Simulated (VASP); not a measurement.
Wanted: the native input for a VASP 6.6.1 run.

```yaml
Task: single point
Functional: PBE
Potentials_or_basis: VASP PAW PBE potentials, release 64 (As)
Cutoff: 520 eV
k_mesh: 15 × 15 × 15
Occupations: fermi-dirac, width 0.1 eV
Spin: no spin polarisation
Dipole_correction: no
Further_INCAR_settings: ALGO = Normal; EDIFF = 1e-06; NBANDS = 12
```

The structure of As lies in POSCAR:

```
As
1.0
    0.0000000000      2.1462731161      2.1462731161
    2.1462731161      0.0000000000      2.1462731161
    2.1462731161      2.1462731161      0.0000000000
As
2
Direct
   -0.1250000000     -0.1250000000     -0.1250000000
    0.1250000000      0.1250000000      0.1250000000
```

These files were run (other wordings do the same):

INCAR

```
SYSTEM = As
  ALGO = Normal
  EDIFF = 1E-6
  ENCUT = 520
  GGA = PE
  ISIF = 2
  ISMEAR = -1
  LASPH = .TRUE.
  LCHARG = .TRUE.
  LELF = .TRUE.
  LREAL = .FALSE.
  LVHAR = .TRUE.
  LWAVE = .FALSE.
  NBANDS = 12
  NELM = 80
  PREC = Accurate
  SIGMA = 0.1
```

KPOINTS

```
k-points
0
G
  15 15 15
  0 0 0
```

Potentials or basis: VASP PAW PBE potentials, release 64 (As).

Launch:

```console
$ cat potpaw_PBE.64/As/POTCAR > POTCAR
$ mpirun -np 1 vasp_std > vasp.out
```

It gave:

| Property | Result |
| --- | --- |
| Pressure | 424.4 GPa |
| Band gap on the k mesh | zero (band 5 reaches 18.63 eV, above the bottom of band 6 at 13.69 eV) |

Run time: 25 s on 1 thread of AMD EPYC 7R43 64-Core Processor (Zen 3) (shared host), peak memory 0.12 GiB.
